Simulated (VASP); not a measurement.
Wanted: the native input for a VASP 6.6.1 run.

| Item | Value |
| --- | --- |
| Task | single point |
| Functional | r2SCAN |
| Potentials or basis | VASP PAW PBE potentials, release 64 (Ru_pv) |
| Cutoff | 550 eV |
| k mesh | 7 × 7 × 7 |
| Occupations | fermi-dirac, width 0.1 eV |
| Spin | no spin polarisation |
| Dipole correction | no |
| Further INCAR settings | ALGO = Normal; EDIFF = 1e-06; NBANDS = 13 |

Crystal: Ru.

```
Ru
1.0
     2.49144    0.00000    0.00000
     0.00000    2.49144    0.00000
     0.00000    0.00000    2.49144
Ru
1
Cartesian
  0.0000 0.0000 0.0000
```

These files were run (other wordings do the same):

POSCAR

```
Ru
1.0
    2.4914415160      0.0000000000      0.0000000000
    0.0000000000      2.4914415160      0.0000000000
    0.0000000000      0.0000000000      2.4914415160
Ru
1
Direct
    0.0000000000      0.0000000000      0.0000000000
```

INCAR.step1

```
SYSTEM = Ru
PREC = Accurate ; ENCUT = 550
ISMEAR = -1 ; SIGMA = 0.1
LREAL = .FALSE. ; LASPH = .TRUE.
NELM = 120 ; NBANDS = 13
GGA = PE ; ALGO = Normal
EDIFF = 1E-5 ; LWAVE = .TRUE.
LCHARG = .FALSE. ; GGA_COMPAT = .FALSE.
```

INCAR.step2

```
SYSTEM = Ru
PREC = Accurate ; ENCUT = 550
EDIFF = 1E-6 ; ISMEAR = -1
SIGMA = 0.1 ; LREAL = .FALSE.
LASPH = .TRUE. ; NELM = 120
ALGO = Normal ; ISIF = 2
LWAVE = .FALSE. ; LCHARG = .FALSE.
METAGGA = R2SCAN ; LMIXTAU = .TRUE.
NBANDS = 13 ; ISTART = 1
GGA_COMPAT = .FALSE.
```

KPOINTS

```
regular mesh
0
G
  7 7 7
  0 0 0
```

Potentials or basis: VASP PAW PBE potentials, release 64 (Ru_pv).

Command:

```console
$ cat potpaw_PBE.64/Ru_pv/POTCAR > POTCAR
$ cp INCAR.step1 INCAR
$ mpirun -np 1 vasp_std > vasp.out
$ cp INCAR.step2 INCAR
$ mpirun -np 1 vasp_std > vasp.out
```

Results of the run:

The pressure is 2.5 GPa. The band gap on the k mesh is zero (band 7 reaches 13.81 eV, above the bottom of band 8 at 9.94 eV).

Caveat: the k points lie up to 0.36 Å⁻¹ apart; the PAW data sets were made with another functional, which shifts forces and pressure a little.

Wall time 13 s on 1 thread of Intel(R) Xeon(R) Platinum 8488C (Sapphire Rapids), on a shared host, peak memory 0.13 GiB.
